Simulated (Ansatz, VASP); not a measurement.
# One calculation of CdF2, two programs

```
Cd F
1.0
     0.00000    2.73993    2.73993
     2.73993    0.00000    2.73993
     2.73993    2.73993    0.00000
Cd F
1 2
Direct
  0.00000 0.00000 0.00000
  0.25000 0.25000 0.25000
  0.75000 0.75000 0.75000
```

Alike in both runs: functional PBE; k mesh 6 × 6 × 6; occupations gaussian, width 0.1 eV; no spin polarisation.

Ansatz relaxed the structure, and its values are those at the end. VASP's run is a single point on that final structure, the one shown.

```csv
,VASP,Ansatz
version,VASP 6.6.1,Ansatz 0.2.0
potentials or method,"VASP PAW PBE potentials, release 64 (Cd, F), cutoff 520 eV","scalar-relativistic, plane waves, PAW"
valence electrons in the cell,26,34
```

|  | VASP | Ansatz | Ansatz less VASP |
| --- | --- | --- | --- |
| gap on the k mesh at the Fermi level (eV) | 2.91 | 2.94 | +0.030 |
| least direct gap on the mesh (eV) | 3.45 | 3.48 | +0.029 |
| pressure (GPa) | 0.6 | 0.1 | -0.52 |

VASP's potentials hold 26 valence electrons a cell and Ansatz's 34, so a difference there can come from the potentials and not from the codes.
